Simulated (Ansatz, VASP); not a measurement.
## One calculation of NbP, two programs

```xyz
2
Lattice="0.0000 2.5716 2.5716 2.5716 0.0000 2.5716 2.5716 2.5716 0.0000" Properties=species:S:1:pos:R:3 pbc="T T T"
Nb    0.0000    0.0000    0.0000
P     1.2858    1.2858    1.2858
```

Change from the starting cell: volume scaled by 0.78, crystal datasets.

Alike in both runs: task single point; functional PBE; k mesh 12 × 12 × 12; occupations fermi-dirac, width 0.08 eV; no spin polarisation.

```csv
,VASP,Ansatz
version,VASP 6.6.1,Ansatz 0.2.0
potentials or method,"VASP PAW PBE potentials, release 64 (Nb_sv, P), cutoff 500 eV","all-electron PAW with datasets made for the crystal, scalar-relativistic"
```

```tsv
	VASP	Ansatz	Ansatz less VASP
pressure (GPa)	43.6	44.0	+0.40
```

Both programs put the cell under a high pressure, so it lies far from rest at this level. Ansatz ran all-electron here, and VASP with PAW potentials.
